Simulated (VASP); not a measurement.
A run of VASP 6.6.1 is set up as follows.

Contents of POSCAR:

```
Pd
1.0
    2.7150400000      0.0224700000      0.0080900000
   -1.3380600000      2.4184500000      0.0252600000
    0.0134500000      0.0562600000      4.6237900000
Pd
2
Direct
    0.6541533998      0.3293535683      0.7507824919
    0.3445300000      0.6663400000      0.2523500000
```

Contents of INCAR.step1:

```
PREC     = Accurate       # precision mode
ENCUT    = 520            # plane-wave cutoff, eV
ISMEAR   = 1              # smearing method
SIGMA    = 0.1            # smearing width, eV
LREAL    = F              # projectors in reciprocal space
LASPH    = T              # aspherical terms in the spheres
NELM     = 100            # most SCF steps
NBANDS   = 17             # bands
GGA      = PE             # functional
ALGO     = Normal         # electronic algorithm
EDIFF    = 1E-4           # SCF threshold, eV
LWAVE    = T              # write WAVECAR
LCHARG   = F              # write CHGCAR
```

Contents of INCAR.step2:

```
PREC     = Accurate       # precision mode
ENCUT    = 520            # plane-wave cutoff, eV
EDIFF    = 1E-6           # SCF threshold, eV
ISMEAR   = 1              # smearing method
SIGMA    = 0.1            # smearing width, eV
LREAL    = F              # projectors in reciprocal space
LASPH    = T              # aspherical terms in the spheres
NELM     = 100            # most SCF steps
ALGO     = Normal         # electronic algorithm
ISIF     = 2              # what is computed and relaxed
LWAVE    = F              # write WAVECAR
LCHARG   = T              # write CHGCAR
METAGGA  = R2SCAN         # meta-GGA
LMIXTAU  = T            
IVDW     = 13             # dispersion correction
VDW_S6   = 1.0          
VDW_S8   = 0.6018749    
VDW_A1   = 0.51559235   
VDW_A2   = 5.77342911   
LELF     = T              # ELF
LVHAR    = T            
NBANDS   = 17             # bands
ISTART   = 1
```

File KPOINTS:

```
regular mesh
0
Gamma
  8 8 4
```

Potentials or basis: VASP PAW PBE potentials, release 64 (Pd).

Launch:

```console
$ cat potpaw_PBE.64/Pd/POTCAR > POTCAR
$ cp INCAR.step1 INCAR
$ mpirun -np 1 vasp_std > vasp.out
$ cp INCAR.step2 INCAR
$ mpirun -np 1 vasp_std > vasp.out
```

Problem. What does it give for the pressure?

Solution. -3.4 GPa.

Problem. Estimate the band gap on the k mesh.

Solution. Zero (band 10 reaches 9.36 eV, above the bottom of band 11 at 8.41 eV).

Problem. Estimate the largest force.

Solution. 0.128 eV/Å.

Forces on the atoms (eV/Å):
```
Pd   0.082 -0.059  0.079
Pd  -0.082  0.059 -0.079
```

Caveat: the PAW data sets were made with another functional, which shifts forces and pressure a little; pairwise dispersion overbinds metals, which lowers pressure and volume.
